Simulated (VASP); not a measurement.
# CuI (Marshite) (F-43m) in VASP: a series of runs

The runs below take CuI (Marshite) through single point, with PBEsol, BLYP, r2SCAN.

Everything below comes from runs of VASP 6.6.1. Logs are shortened: lines on timing, memory, paths and dates and some standing lists are left out, and cuts for length are marked.

## (1) The cell of the first run

Symmetry: F-43m, No. 216, cubic system. The conventional cell has a = 6.063 Å, b = 6.063 Å, c = 6.063 Å, α = 90.00°, β = 90.00°, γ = 90.00°. Within 3.5 Å of Cu (site symmetry -43m) lie 4 I at 2.63 Å. Within 3.5 Å of I (site symmetry -43m) lie 4 Cu at 2.63 Å.

## (2) Single point, PBEsol

INCAR reads:

```
  PREC = Accurate
  ENCUT = 520
  EDIFF = 1E-7
  ISMEAR = 1
  SIGMA = 0.1
  LREAL = False
  LASPH = True
  NELM = 100
  ALGO = Normal
  ISIF = 2
  LWAVE = False
  LCHARG = False
  GGA = PS
  NBANDS = 16
```

KPOINTS reads:

```
Automatic mesh
0
Gamma
  6 6 6
```

POSCAR reads:

```
CuI
1.0
    0.0000000000      3.0315000000      3.0315000000
    3.0315000000      0.0000000000      3.0315000000
    3.0315000000      3.0315000000      0.0000000000
Cu I
1 1
Direct
    0.2500000000      0.2500000000      0.2500000000
    0.0000000000      0.0000000000      0.0000000000
```

Potentials or basis: VASP PAW PBE potentials, release 64 (Cu, I).

The run is started by

```
cat potpaw_PBE.64/Cu/POTCAR potpaw_PBE.64/I/POTCAR > POTCAR
mpirun -np 1 vasp_std > vasp.out
```

OUTCAR:

```text
PREC = Accurate
   ENCUT = 520
   EDIFF = 1E-7
   ISMEAR = 1
   LREAL = False
   LASPH = True
   NELM = 100
   ISIF = 2
   GGA = PS

 ion  position               nearest neighbor table
   1  0.250  0.250  0.250-   2 2.63   2 2.63   2 2.63   2 2.63
   2  0.000  0.000  0.000-   1 2.63   1 2.63   1 2.63   1 2.63

  LATTYP: Found a face centered cubic cell.
 ALAT       =     6.0630000000

  Lattice vectors:

 A1 = (   0.0000000000,   3.0315000000,   3.0315000000)
 A2 = (   3.0315000000,   0.0000000000,   3.0315000000)
 A3 = (   3.0315000000,   3.0315000000,   0.0000000000)

Analysis of symmetry for initial positions (statically):
=====================================================================
 Subroutine PRICEL returns:
 Original cell was already a primitive cell.

 Routine SETGRP: Setting up the symmetry group for a
 face centered cubic supercell.

 Subroutine GETGRP returns: Found 24 space group operations
 (whereof 24 operations were pure point group operations)
 out of a pool of 48 trial point group operations.

The static configuration has the point symmetry T_d .

Analysis of symmetry for dynamics (positions and initial velocities):
=====================================================================
 Subroutine PRICEL returns:
 Original cell was already a primitive cell.

 Routine SETGRP: Setting up the symmetry group for a
 face centered cubic supercell.

 Subroutine GETGRP returns: Found 24 space group operations
 (whereof 24 operations were pure point group operations)
 out of a pool of 48 trial point group operations.

The dynamic configuration has the point symmetry T_d .

 Subroutine INISYM returns: Found 24 space group operations
 (whereof 24 operations are pure point group operations),
 and found     1 'primitive' translations

----------------------------------------------------------------------------------------

                                     Primitive cell

  volume of cell :      55.7189

  direct lattice vectors                    reciprocal lattice vectors
     0.000000000  3.031500000  3.031500000    -0.164934851  0.164934851  0.164934851
     3.031500000  0.000000000  3.031500000     0.164934851 -0.164934851  0.164934851
     3.031500000  3.031500000  0.000000000     0.164934851  0.164934851 -0.164934851

  length of vectors
     4.287188414  4.287188414  4.287188414     0.285675541  0.285675541  0.285675541

  position of ions in fractional coordinates (direct lattice)
     0.250000000  0.250000000  0.250000000
     0.000000000  0.000000000  0.000000000

  ion indices of the primitive-cell ions
   primitive index   ion index
                 1           1
                 2           2

----------------------------------------------------------------------------------------

 KPOINTS: Automatic mesh

Automatic generation of k-mesh.
 Grid dimensions read from file:
 generate k-points for:    6    6    6

 Generating k-lattice:

  Cartesian coordinates                     Fractional coordinates (reciprocal lattice)
    -0.027489142  0.027489142  0.027489142     0.166666667  0.000000000  0.000000000
     0.027489142 -0.027489142  0.027489142     0.000000000  0.166666667  0.000000000
     0.027489142  0.027489142 -0.027489142     0.000000000  0.000000000  0.166666667

  Length of vectors
     0.047612590  0.047612590  0.047612590

  Shift w.r.t. Gamma in fractional coordinates (k-lattice)
     0.000000000  0.000000000  0.000000000

 Subroutine IBZKPT returns following result:
 ===========================================

 Found     16 irreducible k-points:

 Following reciprocal coordinates:
            Coordinates               Weight
  0.000000  0.000000  0.000000      1.000000
  0.166667  0.000000  0.000000      8.000000
  0.333333  0.000000  0.000000      8.000000
  0.500000  0.000000  0.000000      4.000000
  0.166667  0.166667  0.000000      6.000000
  0.333333  0.166667  0.000000     24.000000
[... 8 lines left out ...]
 -0.333333  0.333333  0.166667     24.000000
 -0.333333  0.500000  0.166667     12.000000
   k-points           NKPTS =     16   k-points in BZ     NKDIM =     16   number of bands    NBANDS=     16
   number of dos      NEDOS =    301   number of ions     NIONS =      2
   total plane-waves  NPLWV =  32768
   dimension x,y,z NGX =    32 NGY =   32 NGZ =   32
   dimension x,y,z NGXF=    64 NGYF=   64 NGZF=   64
   ions per type =               1   1
   NGX,Y,Z   is equivalent  to a cutoff of  12.41, 12.41, 12.41 a.u.
   NGXF,Y,Z  is equivalent  to a cutoff of  24.82, 24.82, 24.82 a.u.
 SYSTEM =  unknown system
   PREC   = accura    normal or accurate (medium, high low for compatibility)
   ISTART =      0    job   : 0-new  1-cont  2-samecut
   ICHARG =      2    charge: 1-file 2-atom 10-const
   ISPIN  =      1    spin polarized calculation?
   LNONCOLLINEAR =      F non collinear calculations
   LSORBIT =      F    spin-orbit coupling
   LASPH  =      T    aspherical Exc in radial PAW
   ENCUT  =  520.0 eV  38.22 Ry    6.18 a.u.   7.97  7.97  7.97*2*pi/ulx,y,z
   NELM   =    100;   NELMIN=  2; NELMDL= -5     # of ELM steps
   EDIFF  = 0.1E-06   stopping-criterion for ELM
   LREAL  =      F    real-space projection
   EDIFFG = 0.1E-05   stopping-criterion for IOM
   NSW    =      0    number of steps for IOM
   IBRION =     -1    ionic relax: 0-MD 1-quasi-New 2-CG
   NFREE  =      0    steps in history (QN), initial steepest desc. (CG)
   ISIF   =      2    stress and relaxation
   ISYM   =      2    0-nonsym 1-usesym 2-fastsym
   POTIM  = 0.5000    time-step for ionic-motion
   TEBEG  =    0.0;   TEEND  =   0.0 temperature during run
   PSTRESS=    0.0 pullay stress
   NELECT =      18.0000    total number of electrons
   NUPDOWN=      -1.0000    fix difference up-down
   EMIN   =  10.00;   EMAX   =-10.00  energy-range for DOS
   EFERMI =   0.00;   METHOD = LEGACY
   ISMEAR =     1;   SIGMA  =   0.10  broadening in eV -4-tet -1-fermi 0-gaus
   EFERMI_NEDOS =   21; number of points for ismear=-14 and -15
   IALGO  =     38    algorithm
   IMIX   =      4    mixing-type and parameters
     AMIX     =   0.40;   BMIX     =  1.00
     AMIX_MAG =   1.60;   BMIX_MAG =  1.00
  volume/ion in A,a.u.               =      27.86       188.00
  Fermi-wavevector in a.u.,A,eV,Ry     =   1.123306  2.122741 17.168055  1.261816
  Thomas-Fermi vector in A             =   2.259971
   LORBIT       =      0    0 simple, 1 ext, 2 COOP (PROOUT), +10 PAW based schemes
   GGA     = PS    functional components
   LHFCALC =     F    Hartree Fock is set to
   AEXX    =    0.0000 exact exchange contribution
   IVDW    =     0    specifies the selected vdW correction
   LEPSILON=     F    determine dielectric tensor
   LRPA    =     F    only Hartree local field effects (RPA)
 non-spin polarized calculation
 Methfessel and Paxton  Order N= 1 SIGMA  =   0.10
  energy-cutoff  :      520.00
  volume of cell :       55.72
 maximum number of plane-waves:      1524
   NGX = 15   NGY = 15   NGZ = 15

 number of electron      18.0000014 magnetization

 Free energy of the ion-electron system (eV)
  ---------------------------------------------------
  ext. energy  EPLUGINS =         0.00000000
  ---------------------------------------------------
  free energy    TOTEN  =        -6.29189720 eV

  energy without entropy =       -6.29198679  energy(sigma->0) =       -6.29192706

 E-fermi :   4.3686     XC(G=0):  -9.1383

 val. band max:        4.2851203913   @ k =   0.0000   0.0000   0.0000
 cond. band min:       5.3124476514   @ k =   0.0000   0.0000   0.0000
 fundamental gap:      1.0273272601
 Fermi energy:         4.3686216089

 k-point     1 :       0.0000    0.0000    0.0000
  band No.  band energies     occupation
      1      -9.7433      2.00000
      2       0.6401      2.00000
      3       0.6401      2.00000
      4       0.6401      2.00000
      5       2.4116      2.00000
      6       2.4116      2.00000
[... 8 lines left out ...]
     15      13.8579      0.00000
     16      13.8579      0.00000

 k-point     2 :       0.1667    0.0000    0.0000
  band No.  band energies     occupation
      1      -9.6174      2.00000
      2       0.1282      2.00000
      3       0.6497      2.00000
      4       0.6497      2.00000
      5       2.4025      2.00000
      6       2.4025      2.00000
[... 8 lines left out ...]
     15      12.9816      0.00000
     16      13.2962      0.00000

 k-point     3 :       0.3333    0.0000    0.0000
  band No.  band energies     occupation
      1      -9.3411      2.00000
      2      -0.8541      2.00000
      3       0.6618      2.00000
      4       0.6618      2.00000
      5       2.4131      2.00000
      6       2.4131      2.00000
[... 8 lines left out ...]
     15      13.4649      0.00000
     16      13.4649      0.00000

 k-point     4 :       0.5000    0.0000    0.0000
  band No.  band energies     occupation
      1      -9.1876      2.00000
      2      -1.3255      2.00000
      3       0.6638      2.00000
      4       0.6638      2.00000
      5       2.4393      2.00000
      6       2.4393      2.00000
[... 8 lines left out ...]
     15      15.1323      0.00000
     16      15.1323      0.00000

 k-point     5 :       0.1667    0.1667    0.0000
  band No.  band energies     occupation
      1      -9.5754      2.00000
      2       0.0770      2.00000
      3       0.6119      2.00000
      4       0.6119      2.00000
      5       2.3579      2.00000
      6       2.4334      2.00000
[... 8 lines left out ...]
     15      14.1339      0.00000
     16      14.2174      0.00000

 k-point     6 :       0.3333    0.1667    0.0000
  band No.  band energies     occupation
      1      -9.3469      2.00000
      2      -0.6050      2.00000
      3       0.5301      2.00000
      4       0.6045      2.00000
      5       2.3414      2.00000
      6       2.4496      2.00000
[... 8 lines left out ...]
     15      14.3897      0.00000
     16      14.6856      0.00000

 k-point     7 :       0.5000    0.1667    0.0000
  band No.  band energies     occupation
      1      -9.1438      2.00000
      2      -1.1289      2.00000
      3       0.3315      2.00000
      4       0.6326      2.00000
      5       2.3746      2.00000
      6       2.4451      2.00000
[... 8 lines left out ...]
     15      14.8783      0.00000
     16      15.1822      0.00000

 k-point     8 :      -0.3333    0.1667    0.0000
  band No.  band energies     occupation
      1      -9.1954      2.00000
      2      -0.9759      2.00000
      3       0.2661      2.00000
      4       0.6758      2.00000
      5       2.3876      2.00000
      6       2.4152      2.00000
[... 8 lines left out ...]
     15      14.0373      0.00000
     16      15.2871      0.00000

 k-point     9 :      -0.1667    0.1667    0.0000
  band No.  band energies     occupation
      1      -9.4393      2.00000
      2      -0.3594      2.00000
      3       0.4637      2.00000
      4       0.6854      2.00000
      5       2.3673      2.00000
      6       2.4302      2.00000
[... 8 lines left out ...]
     15      13.6742      0.00000
     16      14.7853      0.00000

 k-point    10 :       0.3333    0.3333    0.0000
  band No.  band energies     occupation
      1      -9.2056      2.00000
      2      -0.8768      2.00000
      3       0.5579      2.00000
      4       0.5579      2.00000
      5       2.2869      2.00000
      6       2.4770      2.00000
[... 8 lines left out ...]
     15      14.9078      0.00000
     16      17.3358      0.00000

 k-point    11 :       0.5000    0.3333    0.0000
  band No.  band energies     occupation
      1      -9.0500      2.00000
      2      -1.0926      2.00000
      3       0.2262      2.00000
      4       0.5668      2.00000
      5       2.3230      2.00000
      6       2.4689      2.00000
[... 8 lines left out ...]
     15      15.4370      0.00000
     16      16.4586      0.00000

 k-point    12 :      -0.3333    0.3333    0.0000
  band No.  band energies     occupation
      1      -9.0457      2.00000
      2      -0.8583      2.00000
      3      -0.2859      2.00000
      4       0.6273      2.00000
      5       2.2912      2.00000
      6       2.4102      2.00000
[... 8 lines left out ...]
     15      13.5564      0.00000
     16      17.4594      0.00000

 k-point    13 :       0.5000    0.5000    0.0000
  band No.  band energies     occupation
      1      -8.9994      2.00000
      2      -1.3043      2.00000
      3       0.5322      2.00000
      4       0.5322      2.00000
      5       2.3808      2.00000
      6       2.4664      2.00000
[... 8 lines left out ...]
     15      15.5790      0.00000
     16      16.2759      0.00000

 k-point    14 :       0.5000    0.3333    0.1667
  band No.  band energies     occupation
      1      -9.1505      2.00000
      2      -0.8706      2.00000
      3       0.1542      2.00000
      4       0.5952      2.00000
      5       2.3488      2.00000
      6       2.4284      2.00000
[... 8 lines left out ...]
     15      15.1704      0.00000
     16      16.2976      0.00000

 k-point    15 :      -0.3333    0.3333    0.1667
  band No.  band energies     occupation
      1      -9.0457      2.00000
      2      -0.9200      2.00000
      3      -0.1442      2.00000
      4       0.5543      2.00000
      5       2.3179      2.00000
      6       2.4122      2.00000
[... 8 lines left out ...]
     15      15.3193      0.00000
     16      16.0483      0.00000

 k-point    16 :      -0.3333    0.5000    0.1667
  band No.  band energies     occupation
      1      -8.9966      2.00000
      2      -1.0161      2.00000
      3      -0.0018      2.00000
      4       0.4605      2.00000
      5       2.3633      2.00000
      6       2.3652      2.00000
[... 8 lines left out ...]
     15      15.7994      0.00000
     16      16.2404      0.00000

------------------------ aborting loop because EDIFF is reached ----------------------------------------

  FORCE on cell =-STRESS in cart. coord.  units (eV):
  Direction    XX          YY          ZZ          XY          YZ          ZX
  --------------------------------------------------------------------------------------
  -------------------------------------------------------------------------------------
  Total       -0.8658238     -0.8658238     -0.8658238      0.0000000     -0.0000000      0.0000000
  in kB      -24.8964478    -24.8964478    -24.8964478      0.0000000     -0.0000000      0.0000000
  external PRESSURE =     -24.8964478 kB  Pullay stress =       0.0000000 kB

 VOLUME and BASIS-vectors are now :
 -----------------------------------------------------------------------------
  energy-cutoff  :      520.00
  volume of cell :       55.72
      direct lattice vectors                 reciprocal lattice vectors
     0.000000000  3.031500000  3.031500000    -0.164934851  0.164934851  0.164934851
     3.031500000  0.000000000  3.031500000     0.164934851 -0.164934851  0.164934851
     3.031500000  3.031500000  0.000000000     0.164934851  0.164934851 -0.164934851

 POSITION                                       TOTAL-FORCE (eV/Angst)
 -----------------------------------------------------------------------------------
      1.51575      1.51575      1.51575        -0.000000     -0.000000     -0.000000
      0.00000      0.00000      0.00000         0.000000      0.000000      0.000000
 -----------------------------------------------------------------------------------
    total drift:                                0.000000      0.000000      0.000000

  FREE ENERGIE OF THE ION-ELECTRON SYSTEM (eV)
  ---------------------------------------------------
  free  energy   TOTEN  =        -6.2918971977 eV

  energy  without entropy=       -6.2919867898  energy(sigma->0) =       -6.29192706
```

Run time: 17 s. Hardware: 1 thread of Intel Xeon Platinum 8488C (Sapphire Rapids), shared host; peak memory 0.17 GiB.

What came out:

- Free energy: -6.2919 eV
- Pressure: -2.5 GPa
- Band gap on the k mesh: 1.03 eV, direct

Caveat: the PAW data sets were made with another functional, which shifts forces and pressure a little; spin-orbit coupling is left out, which moves the levels of the heavy elements.

## (3) Single point, BLYP

INCAR reads:

```
AGGAC    = 1.0          
AGGAX    = 1.0          
ALDAC    = 0.0          
ALDAX    = 1.0          
ALGO     = Normal         # electronic algorithm
EDIFF    = 1E-6           # SCF threshold, eV
ENCUT    = 520            # plane-wave cutoff, eV
GGA      = B5             # functional
ISIF     = 2              # what is computed and relaxed
ISMEAR   = 1              # smearing method
LASPH    = True           # aspherical terms in the spheres
LCHARG   = False          # write CHGCAR
LREAL    = False          # projectors in reciprocal space
LWAVE    = False          # write WAVECAR
NBANDS   = 16             # bands
NELM     = 80             # most SCF steps
PREC     = Accurate       # precision mode
SIGMA    = 0.1            # smearing width, eV
```

KPOINTS reads:

```
k-points
0
Gamma
  6 6 6
```

POSCAR is that of step 2.

Potentials or basis: VASP PAW PBE potentials, release 64 (Cu, I).

The run is started by

```
cat potpaw_PBE.64/Cu/POTCAR potpaw_PBE.64/I/POTCAR > POTCAR
mpirun -np 1 vasp_std > vasp.out
```

Wall time 21 s (1 thread of Intel Xeon Platinum 8488C (Sapphire Rapids), shared host); peak memory 0.17 GiB.

It converged, with:

- Free energy: -4.5937 eV
- Pressure: 3.8 GPa
- Band gap on the k mesh: 1.22 eV, direct

Levels at points of the mesh, in eV from the valence-band top:
| k point | band 6 | band 7 | band 8 | band 9 | band 10 | band 11 | band 12 | band 13 |
| --- | --- | --- | --- | --- | --- | --- | --- | --- |
| (0.00, 0.00, 0.00) | -1.88 | 0.00 | 0.00 | 0.00 | 1.22 | 4.98 | 4.98 | 4.98 |
| (0.50, 0.00, 0.00) | -1.85 | -1.80 | -0.71 | -0.71 | 2.22 | 5.53 | 5.53 | 7.62 |
| (0.50, 0.50, 0.00) | -1.81 | -1.79 | -1.51 | -1.51 | 2.89 | 2.97 | 9.30 | 9.82 |

Caveat: the PAW data sets were made with another functional, which shifts forces and pressure a little; spin-orbit coupling is left out, which moves the levels of the heavy elements. BLYP gaps usually lie below the measured ones, often by a third to a half.

(Continued in part 2 of 2.)
